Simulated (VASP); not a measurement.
Write the native input for VASP 6.6.1 that does the following.

| Property | Result |
| --- | --- |
| Task | single point |
| Functional | PBE |
| Potentials or basis | VASP PAW PBE potentials, release 64 (Sr_sv, Ti_sv, O) |
| Cutoff | 520 eV |
| k mesh | 6 × 6 × 6 |
| Occupations | gaussian, width 0.01 eV |
| Spin | no spin polarisation |
| Dipole correction | no |
| Further INCAR settings | ALGO = Normal; EDIFF = 1e-06; NBANDS = 28 |

The structure of SrTiO3 lies in POSCAR:

```
SrTiO3
1.0
    3.9068515052      0.0000000000      0.0000000000
    0.0000000000      3.9068515052      0.0000000000
    0.0000000000      0.0000000000      3.9068515052
Sr Ti O
1 1 3
Direct
    0.0000000000      0.0000000000      0.0000000000
    0.5000000000      0.5000000000      0.5000000000
    0.5000000000      0.5000000000      0.0000000000
    0.5000000000      0.0000000000      0.5000000000
    0.0000000000      0.5000000000      0.5000000000
```

One way to write it, as run:

INCAR

```
PREC     = Accurate       # precision mode
ENCUT    = 520            # plane-wave cutoff, eV
EDIFF    = 1E-6           # SCF threshold, eV
ISMEAR   = 0              # smearing method
SIGMA    = 0.01           # smearing width, eV
LREAL    = False          # projectors in reciprocal space
LASPH    = True           # aspherical terms in the spheres
NELM     = 100            # most SCF steps
ALGO     = Normal         # electronic algorithm
ISIF     = 2              # what is computed and relaxed
LWAVE    = False          # write WAVECAR
LCHARG   = True           # write CHGCAR
GGA      = PE             # functional
LELF     = True           # ELF
LVHAR    = True         
NBANDS   = 28             # bands
```

KPOINTS

```
regular mesh
0
Gamma
  6 6 6
```

Potentials or basis: VASP PAW PBE potentials, release 64 (Sr_sv, Ti_sv, O).

The run is started by

```sh
$ cat potpaw_PBE.64/Sr_sv/POTCAR potpaw_PBE.64/Ti_sv/POTCAR potpaw_PBE.64/O/POTCAR > POTCAR
$ mpirun -np 1 vasp_std > vasp.out
```

It gave:

```json
{
 "Pressure": "4.7 GPa",
 "Band gap on the k mesh": "1.85 eV, indirect (least direct gap 2.21 eV)"
}
```

Wall time 18 s on 1 thread of Intel(R) Xeon(R) 6975P-C (Granite Rapids) (shared host), peak memory 0.19 GiB.
